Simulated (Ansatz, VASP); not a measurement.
## Be: VASP beside Ansatz

File INCAR:

```
SYSTEM = Be
PREC = Accurate ; ENCUT = 520
EDIFF = 1E-8 ; ISMEAR = -1
SIGMA = 0.03 ; LREAL = .False.
LASPH = .True. ; NELM = 60
ALGO = Normal ; ISIF = 2
LWAVE = .False. ; LCHARG = .False.
GGA = PE ; LEFG = .True.
NBANDS = 7
```

KPOINTS

```
regular mesh
0
Gamma
  23 23 23
  0 0 0
```

The input POSCAR:

```
Be
1.0
   -1.2614200074      1.2614200074      1.2614200074
    1.2614200074     -1.2614200074      1.2614200074
    1.2614200074      1.2614200074     -1.2614200074
Be
1
Direct
    0.0000000000      0.0000000000      0.0000000000
```

Input for Ansatz:

```yaml
crystal:
  lattice:
    - [-1.2614200074, 1.2614200074, 1.2614200074]
    - [1.2614200074, -1.2614200074, 1.2614200074]
    - [1.2614200074, 1.2614200074, -1.2614200074]
  atoms:
    - { symbol: Be, position: [0.0, 0.0, 0.0] }
kpoints:
  mp_grid: { grid: [23, 23, 23] }
scf:
  occupations: { method: fermi_dirac, width: 0.03 }
hamiltonian:
  xc: pbe
  pseudopotentials: { kind: all_electron, datasets: crystal }
output:
  forces: true
  stress: true
  eigenvalues: true
  efg: { contact_densities: true }
```

Change from the starting cell: volume scaled by 1.02, crystal datasets.

Alike in both runs: task electric field gradients; functional PBE; k mesh 23 × 23 × 23; occupations fermi-dirac, width 0.03 eV; no spin polarisation.

|  | VASP | Ansatz |
| --- | --- | --- |
| version | VASP 6.6.1 | Ansatz 0.2.0 |
| potentials or method | VASP PAW PBE potentials, release 64 (Be), cutoff 520 eV | all-electron PAW with datasets made for the crystal, scalar-relativistic |

|  | VASP | Ansatz | Ansatz less VASP |
| --- | --- | --- | --- |
| pressure (GPa) | -3.1 | -3.2 | -0.17 |

Ansatz ran all-electron here, and VASP with PAW potentials.
